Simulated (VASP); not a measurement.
# MgI2 (R-3m) in VASP: settings compared

MgI2 is run at these levels: PBE, LDA, HSE06; tasks: single point.

Everything below comes from runs of VASP 6.6.1. Logs are shortened: lines on timing, memory, paths and dates and some standing lists are left out, and cuts for length are marked.

**1. The cell of the first run**

It takes space group R-3m (No. 166, trigonal). Conventional cell: a = 4.157 Å, b = 4.157 Å, c = 20.677 Å, α = 90.00°, β = 90.00°, γ = 120.00°. Mg (site symmetry -3m) has 6 I at 2.92 Å within 3.8 Å. Within 3.8 Å of I (site symmetry 3m) lie 3 Mg at 2.92 Å.

**2. Single point, PBE**

Contents of INCAR:

```
ALGO     = Normal         # electronic algorithm
EDIFF    = 1E-7           # SCF threshold, eV
ENCUT    = 520            # plane-wave cutoff, eV
GGA      = PE             # functional
ISIF     = 2              # what is computed and relaxed
ISMEAR   = 0              # smearing method
LASPH    = True           # aspherical terms in the spheres
LCHARG   = False          # write CHGCAR
LREAL    = False          # projectors in reciprocal space
LWAVE    = False          # write WAVECAR
NBANDS   = 15             # bands
NELM     = 60             # most SCF steps
PREC     = Accurate       # precision mode
SIGMA    = 0.01           # smearing width, eV
```

Contents of KPOINTS:

```
k-points
0
Gamma
  4 4 4
```

Contents of POSCAR:

```
MgI2
1.0
    2.0786779676      1.2001252841      6.8923459656
   -2.0786779676      1.2001252841      6.8923459656
    0.0000000000     -2.4002505683      6.8923459656
Mg I
1 2
Direct
    0.0000000000      0.0000000000      0.0000000000
    0.2526882638      0.2526882638      0.2526882638
    0.7473117362      0.7473117362      0.7473117362
```

Potentials or basis: VASP PAW PBE potentials, release 64 (Mg, I).

On the command line:

```sh
> cat potpaw_PBE.64/Mg/POTCAR potpaw_PBE.64/I/POTCAR > POTCAR
> mpirun -np 1 vasp_std > vasp.out
```

OUTCAR:

```text
EDIFF = 1E-7
   ENCUT = 520
   GGA = PE
   ISIF = 2
   ISMEAR = 0
   LASPH = True
   LREAL = False
   NELM = 60
   PREC = Accurate

 ion  position               nearest neighbor table
   1  0.000  0.000  0.000-   3 2.92   2 2.92   3 2.92   3 2.92   2 2.92   2 2.92
   2  0.253  0.253  0.253-   1 2.92   1 2.92   1 2.92
   3  0.747  0.747  0.747-   1 2.92   1 2.92   1 2.92

  LATTYP: Found a trigonal (rhomboedric) cell.
 ALAT       =     7.2983310215
 COS(alpha) =     0.8377602356

  Lattice vectors:

 A1 = (   2.0786779676,   1.2001252841,   6.8923459656)
 A2 = (  -2.0786779676,   1.2001252841,   6.8923459656)
 A3 = (   0.0000000000,  -2.4002505683,   6.8923459656)

Analysis of symmetry for initial positions (statically):
=====================================================================
 Subroutine PRICEL returns:
 Original cell was already a primitive cell.

 Routine SETGRP: Setting up the symmetry group for a
 trigonal (rhombohedral) supercell.

 Subroutine GETGRP returns: Found 12 space group operations
 (whereof 12 operations were pure point group operations)
 out of a pool of 12 trial point group operations.

The static configuration has the point symmetry D_3d.

Analysis of symmetry for dynamics (positions and initial velocities):
=====================================================================
 Subroutine PRICEL returns:
 Original cell was already a primitive cell.

 Routine SETGRP: Setting up the symmetry group for a
 trigonal (rhombohedral) supercell.

 Subroutine GETGRP returns: Found 12 space group operations
 (whereof 12 operations were pure point group operations)
 out of a pool of 12 trial point group operations.

The dynamic configuration has the point symmetry D_3d.

 Subroutine INISYM returns: Found 12 space group operations
 (whereof 12 operations are pure point group operations),
 and found     1 'primitive' translations

----------------------------------------------------------------------------------------

                                     Primitive cell

  volume of cell :     103.1649

  direct lattice vectors                    reciprocal lattice vectors
     2.078677968  1.200125284  6.892345966     0.240537499  0.138874390  0.048362827
    -2.078677968  1.200125284  6.892345966    -0.240537499  0.138874390  0.048362827
     0.000000000 -2.400250568  6.892345966     0.000000000 -0.277748780  0.048362827

[... 82 lines left out ...]
   TEBEG  =    0.0;   TEEND  =   0.0 temperature during run
   PSTRESS=    0.0 pullay stress
   NELECT =      16.0000    total number of electrons
   NUPDOWN=      -1.0000    fix difference up-down
   EMIN   =  10.00;   EMAX   =-10.00  energy-range for DOS
   EFERMI =   0.00;   METHOD = LEGACY
   ISMEAR =     0;   SIGMA  =   0.01  broadening in eV -4-tet -1-fermi 0-gaus
   EFERMI_NEDOS =   21; number of points for ismear=-14 and -15
   IALGO  =     38    algorithm
   IMIX   =      4    mixing-type and parameters
     AMIX     =   0.40;   BMIX     =  1.00
     AMIX_MAG =   1.60;   BMIX_MAG =  1.00
  volume/ion in A,a.u.               =      34.39       232.06
  Fermi-wavevector in a.u.,A,eV,Ry     =   0.879571  1.662148 10.526076  0.773645
  Thomas-Fermi vector in A             =   1.999813
   LORBIT       =      0    0 simple, 1 ext, 2 COOP (PROOUT), +10 PAW based schemes
   GGA     = PE    functional components
   LHFCALC =     F    Hartree Fock is set to
   AEXX    =    0.0000 exact exchange contribution
   IVDW    =     0    specifies the selected vdW correction
   LEPSILON=     F    determine dielectric tensor
   LRPA    =     F    only Hartree local field effects (RPA)
 non-spin polarized calculation
 Gauss-broadening in eV      SIGMA  =   0.01
  energy-cutoff  :      520.00
  volume of cell :      103.16
 maximum number of plane-waves:      2809
   NGX = 27   NGY = 27   NGZ = 27

 number of electron      16.0000000 magnetization

 Free energy of the ion-electron system (eV)
  ---------------------------------------------------
  ext. energy  EPLUGINS =         0.00000000
  ---------------------------------------------------
  free energy    TOTEN  =        -7.67515793 eV

  energy without entropy =       -7.67515793  energy(sigma->0) =       -7.67515793

 E-fermi :   2.3083     XC(G=0):  -8.1819

 val. band max:        2.2543154688   @ k =   0.0000   0.0000   0.0000
 cond. band min:       5.4992916030   @ k =   0.5000   0.5000   0.0000
 fundamental gap:      3.2449761342
 Fermi energy:         2.3082513572

 k-point     1 :       0.0000    0.0000    0.0000
  band No.  band energies     occupation
      1      -9.7961      2.00000
      2      -9.0926      2.00000
      3      -1.2544      2.00000
      4       1.8104      2.00000
      5       1.8104      2.00000
      6       2.1972      2.00000
      7       2.1972      2.00000
      8       2.2543      2.00000
      9       5.9437      0.00000
     10       6.9933      0.00000
     11       8.7758      0.00000
     12       8.7758      0.00000
     13       9.9022      0.00000
     14      10.1008      0.00000
[... 203 lines left out ...]
      2      -9.2861      2.00000
      3      -0.4361      2.00000
      4       0.8413      2.00000
      5       1.9088      2.00000
      6       1.9088      2.00000
      7       2.0799      2.00000
      8       2.0799      2.00000
      9       6.8788      0.00000
     10       7.1542      0.00000
     11       8.9385      0.00000
     12       8.9385      0.00000
     13      10.2378      0.00000
     14      10.3201      0.00000
     15      10.3201      0.00000

------------------------ aborting loop because EDIFF is reached ----------------------------------------

  FORCE on cell =-STRESS in cart. coord.  units (eV):
  Direction    XX          YY          ZZ          XY          YZ          ZX
  --------------------------------------------------------------------------------------
  -------------------------------------------------------------------------------------
  Total        0.7748154      0.7748154      0.7597743      0.0000000     -0.0000000      0.0000000
  in kB       12.0330772     12.0330772     11.7994848      0.0000000     -0.0000000      0.0000000
  external PRESSURE =      11.9552130 kB  Pullay stress =       0.0000000 kB

 VOLUME and BASIS-vectors are now :
 -----------------------------------------------------------------------------
  energy-cutoff  :      520.00
  volume of cell :      103.16
      direct lattice vectors                 reciprocal lattice vectors
     2.078677968  1.200125284  6.892345966     0.240537499  0.138874390  0.048362827
    -2.078677968  1.200125284  6.892345966    -0.240537499  0.138874390  0.048362827
     0.000000000 -2.400250568  6.892345966     0.000000000 -0.277748780  0.048362827

 POSITION                                       TOTAL-FORCE (eV/Angst)
 -----------------------------------------------------------------------------------
      0.00000      0.00000      0.00000        -0.000000      0.000000      0.000000
      0.00000     -0.00000      5.22484         0.000000     -0.000000      0.006609
      0.00000     -0.00000     15.45219         0.000000      0.000000     -0.006609
 -----------------------------------------------------------------------------------
    total drift:                               -0.000000     -0.000000      0.000000

  FREE ENERGIE OF THE ION-ELECTRON SYSTEM (eV)
  ---------------------------------------------------
  free  energy   TOTEN  =        -7.6751579297 eV

  energy  without entropy=       -7.6751579297  energy(sigma->0) =       -7.67515793
```

stdout:

```text
POSCAR found type information on POSCAR MgI
 POSCAR found :  2 types and       3 ions
 scaLAPACK will be used
 LDA part: xc-table for (Slater+PW92), standard interpolation
 POSCAR, INCAR and KPOINTS ok, starting setup
 FFT: planning ... GRIDC
 FFT: planning ... GRID_SOFT
 FFT: planning ... GRID
 WAVECAR not read
 entering main loop
```

Run time: 35 s. Hardware: 1 thread of Intel Xeon 6975P-C (Granite Rapids), shared host; peak memory 0.36 GiB.

Results:

- Free energy: -7.6752 eV
- Pressure: 1.2 GPa
- Largest force: 0.007 eV/Å
- Band gap on the k mesh: 3.25 eV, indirect (least direct gap 3.66 eV)

Forces in eV/Å, atoms in the order of the input:
```
Mg   0.000  0.000  0.000
I    0.000  0.000  0.007
I    0.000  0.000 -0.007
```

Levels at points of the mesh, in eV from the valence-band top:
| k point | band 4 | band 5 | band 6 | band 7 | band 8 | band 9 | band 10 | band 11 | band 12 | band 13 |
| --- | --- | --- | --- | --- | --- | --- | --- | --- | --- | --- |
| (0.00, 0.00, 0.00) | -0.44 | -0.44 | -0.06 | -0.06 | 0.00 | 3.69 | 4.74 | 6.52 | 6.52 | 7.65 |
| (0.50, 0.00, 0.00) | -2.89 | -1.61 | -1.22 | -1.20 | -0.68 | 3.81 | 5.43 | 6.36 | 7.07 | 7.71 |
| (0.50, 0.50, 0.00) | -3.14 | -1.37 | -1.30 | -0.45 | -0.41 | 3.24 | 5.02 | 5.12 | 6.95 | 6.97 |
| (0.50, 0.50, 0.50) | -1.41 | -0.35 | -0.35 | -0.17 | -0.17 | 4.62 | 4.90 | 6.68 | 6.68 | 7.98 |

Caveat: the k points lie up to 0.44 Å⁻¹ apart; spin-orbit coupling is left out, which moves the levels of the heavy elements.

**3. Single point, PBE**

Contents of INCAR:

```
SYSTEM = MgI2
PREC     = Accurate       ! precision mode
ENCUT    = 520            ! plane-wave cutoff, eV
EDIFF    = 1E-6           ! SCF threshold, eV
ISMEAR   = 0              ! smearing method
SIGMA    = 0.01           ! smearing width, eV
LREAL    = .FALSE.        ! projectors in reciprocal space
LASPH    = .TRUE.         ! aspherical terms in the spheres
NELM     = 100            ! most SCF steps
ALGO     = Normal         ! electronic algorithm
ISIF     = 2              ! what is computed and relaxed
LWAVE    = .FALSE.        ! write WAVECAR
LCHARG   = .FALSE.        ! write CHGCAR
GGA      = PE             ! functional
NBANDS   = 15             ! bands
```

Contents of KPOINTS:

```
regular mesh
0
G
  4 4 4
  0 0 0
```

POSCAR is that of step 2.

Potentials or basis: VASP PAW PBE potentials, release 64 (Mg, I).

On the command line:

```sh
> cat potpaw_PBE.64/Mg/POTCAR potpaw_PBE.64/I/POTCAR > POTCAR
> mpirun -np 1 vasp_std > vasp.out
```

OUTCAR:

```text
SYSTEM = MgI2
   PREC = Accurate
   ENCUT = 520
   EDIFF = 1E-6
   ISMEAR = 0
   LREAL = .FALSE.
   LASPH = .TRUE.
   NELM = 100
   ISIF = 2
   GGA = PE

 ion  position               nearest neighbor table
   1  0.000  0.000  0.000-   3 2.92   2 2.92   3 2.92   3 2.92   2 2.92   2 2.92
   2  0.253  0.253  0.253-   1 2.92   1 2.92   1 2.92
   3  0.747  0.747  0.747-   1 2.92   1 2.92   1 2.92

  LATTYP: Found a trigonal (rhomboedric) cell.
 ALAT       =     7.2983310215
 COS(alpha) =     0.8377602356

[... 412 lines left out ...]

  FORCE on cell =-STRESS in cart. coord.  units (eV):
  Direction    XX          YY          ZZ          XY          YZ          ZX
  --------------------------------------------------------------------------------------
  -------------------------------------------------------------------------------------
  Total        0.7730842      0.7730842      0.7577432      0.0000000     -0.0000000      0.0000000
  in kB       12.0061919     12.0061919     11.7679422      0.0000000     -0.0000000      0.0000000
  external PRESSURE =      11.9267753 kB  Pullay stress =       0.0000000 kB

 VOLUME and BASIS-vectors are now :
 -----------------------------------------------------------------------------
  energy-cutoff  :      520.00
  volume of cell :      103.16
      direct lattice vectors                 reciprocal lattice vectors
     2.078677968  1.200125284  6.892345966     0.240537499  0.138874390  0.048362827
    -2.078677968  1.200125284  6.892345966    -0.240537499  0.138874390  0.048362827
     0.000000000 -2.400250568  6.892345966     0.000000000 -0.277748780  0.048362827

 POSITION                                       TOTAL-FORCE (eV/Angst)
 -----------------------------------------------------------------------------------
      0.00000      0.00000      0.00000         0.000000      0.000000      0.000000
      0.00000     -0.00000      5.22484        -0.000000     -0.000000      0.006530
      0.00000     -0.00000     15.45219        -0.000000      0.000000     -0.006530
 -----------------------------------------------------------------------------------
    total drift:                               -0.000000     -0.000000      0.000000

  FREE ENERGIE OF THE ION-ELECTRON SYSTEM (eV)
  ---------------------------------------------------
  free  energy   TOTEN  =        -7.6751574018 eV

  energy  without entropy=       -7.6751574018  energy(sigma->0) =       -7.67515740
```

Run time: 34 s. Hardware: 1 thread of Intel Xeon 6975P-C (Granite Rapids), shared host; peak memory 0.36 GiB.

What came out:

* Free energy: -7.6752 eV
* Pressure: 1.2 GPa
* Largest force: 0.007 eV/Å
* Band gap on the k mesh: 3.24 eV, indirect (least direct gap 3.65 eV)

Forces in eV/Å, atoms in the order of the input:
```
Mg   0.000  0.000  0.000
I    0.000  0.000  0.007
I    0.000  0.000 -0.007
```

Caveat: the k points lie up to 0.44 Å⁻¹ apart; spin-orbit coupling is left out, which moves the levels of the heavy elements.

**4. Single point, LDA**

Contents of INCAR:

```
SYSTEM = MgI2
PREC = Accurate
ENCUT = 520
EDIFF = 1E-7
ISMEAR = 0
SIGMA = 0.01
LREAL = .FALSE.
LASPH = .TRUE.
NELM = 80
ALGO = Normal
ISIF = 2
LWAVE = .FALSE.
LCHARG = .FALSE.
GGA = CA
NBANDS = 15
```

Contents of KPOINTS:

```
Automatic mesh
0
G
  4 4 4
  0 0 0
```

POSCAR is that of step 3.

Potentials or basis: VASP PAW LDA potentials, release 64 (Mg, I).

On the command line:

```sh
> cat potpaw_LDA.64/Mg/POTCAR potpaw_LDA.64/I/POTCAR > POTCAR
> mpirun -np 1 vasp_std > vasp.out
```

Wall time 28 s (1 thread of Intel Xeon 6975P-C (Granite Rapids), shared host); peak memory 0.29 GiB.

Results (log left out):

```yaml
Free_energy: -9.0374 eV
Pressure: -1.5 GPa
Largest_force: 0.175 eV/Å
Band_gap_on_the_k_mesh: 3.06 eV, indirect (least direct gap 3.43 eV)
```

Forces in eV/Å, atoms in the order of the input:
```
Mg   0.000  0.000  0.000
I    0.000  0.000  0.175
I    0.000  0.000 -0.175
```

Levels at points of the mesh, in eV from the valence-band top:
| k point | band 5 | band 6 | band 7 | band 8 | band 9 | band 10 | band 11 | band 12 |
| --- | --- | --- | --- | --- | --- | --- | --- | --- |
| (0.00, 0.00, 0.00) | -0.45 | -0.06 | -0.06 | 0.00 | 3.43 | 4.56 | 6.41 | 6.41 |
| (0.50, 0.00, 0.00) | -1.64 | -1.26 | -1.22 | -0.69 | 3.66 | 5.25 | 6.26 | 6.92 |
| (0.50, 0.50, 0.00) | -1.39 | -1.32 | -0.45 | -0.41 | 3.06 | 4.84 | 4.98 | 6.85 |
| (0.50, 0.50, 0.50) | -0.35 | -0.35 | -0.18 | -0.18 | 4.43 | 4.72 | 6.58 | 6.58 |

Caveat: the k points lie up to 0.44 Å⁻¹ apart; spin-orbit coupling is left out, which moves the levels of the heavy elements. A k mesh can miss the band edges.

**5. Single point, HSE06**

POSCAR is that of step 4.

Contents of INCAR.step1:

```
PREC = Accurate
ENCUT = 520
EDIFF = 1E-5
ISMEAR = 0
SIGMA = 0.01
LREAL = False
LASPH = True
NELM = 100
ALGO = Normal
ISIF = 2
LWAVE = True
LCHARG = False
GGA = PE
NBANDS = 15
```

Contents of INCAR.step2:

```
PREC = Accurate
ENCUT = 520
EDIFF = 1E-6
ISMEAR = 0
SIGMA = 0.01
LREAL = False
LASPH = True
NELM = 100
ALGO = Normal
ISIF = 2
LWAVE = False
LCHARG = False
GGA = PE
LHFCALC = True
HFSCREEN = 0.2079
PRECFOCK = Normal
ISTART = 1
NBANDS = 15
```

Contents of KPOINTS:

```
regular mesh
0
Gamma
  4 4 4
```

Potentials or basis: VASP PAW PBE potentials, release 64 (Mg, I).

On the command line:

```sh
> cat potpaw_PBE.64/Mg/POTCAR potpaw_PBE.64/I/POTCAR > POTCAR
> cp INCAR.step1 INCAR
> mpirun -np 1 vasp_std > vasp.out
> cp INCAR.step2 INCAR
> mpirun -np 1 vasp_std > vasp.out
```

Run time: 34 min. Hardware: 1 thread of Intel Xeon 6975P-C (Granite Rapids), shared host; peak memory 0.51 GiB.

It converged, with:

| Property | Result |
| --- | --- |
| Free energy | -9.1697 eV |
| Pressure | 0.4 GPa |
| Largest force | 0.133 eV/Å |
| Band gap on the k mesh | 4.17 eV, indirect (least direct gap 4.62 eV) |

Forces on the atoms (eV/Å):
```
Mg   0.000  0.000  0.000
I    0.000  0.000  0.133
I    0.000  0.000 -0.133
```

Levels at points of the mesh, in eV from the valence-band top:
```
           k point  band 4  band 5  band 6  band 7  band 8  band 9  band 10  band 11  band 12  band 13
(0.00, 0.00, 0.00)   -0.47   -0.47   -0.06   -0.06    0.00    4.69     5.71     7.60     7.60     8.72
(0.50, 0.00, 0.00)   -3.12   -1.73   -1.30   -1.30   -0.72    4.78     6.41     7.38     8.13     8.87
(0.50, 0.50, 0.00)   -3.40   -1.48   -1.41   -0.47   -0.44    4.17     5.99     6.05     8.04     8.05
(0.50, 0.50, 0.50)   -1.50   -0.37   -0.37   -0.18   -0.18    5.66     5.88     7.78     7.78     9.11
```

Caveat: the k points lie up to 0.44 Å⁻¹ apart; the PAW data sets were made with another functional, which shifts forces and pressure a little; spin-orbit coupling is left out, which moves the levels of the heavy elements.

**6. Summary**

```tsv
level	potentials or basis	grid for exact exchange (PRECFOCK)	screening parameter	gap on the mesh (eV)	pressure (GPa)	largest force (eV/Å)
PBE	VASP PAW PBE potentials, release 64 (Mg, I)	-	-	3.24	1.2	0.01
LDA	VASP PAW LDA potentials, release 64 (Mg, I)	-	-	3.06	-1.5	0.17
HSE06	VASP PAW PBE potentials, release 64 (Mg, I)	Normal	0.2079 1/Å	4.17	0.4	0.13
```

Alike in all rows: task single point; no spin polarisation; cell as given; k mesh 4 × 4 × 4; cutoff (eV) 520; smearing gaussian 0.01 eV.

Caveats: all runs use coarse meshes; spin-orbit coupling is left out, which moves the levels of the heavy elements; the PAW data sets were made with another functional, which shifts forces and pressure a little (some runs).

Total energies depend on the potentials used, so only differences within one code and one set of settings carry meaning.
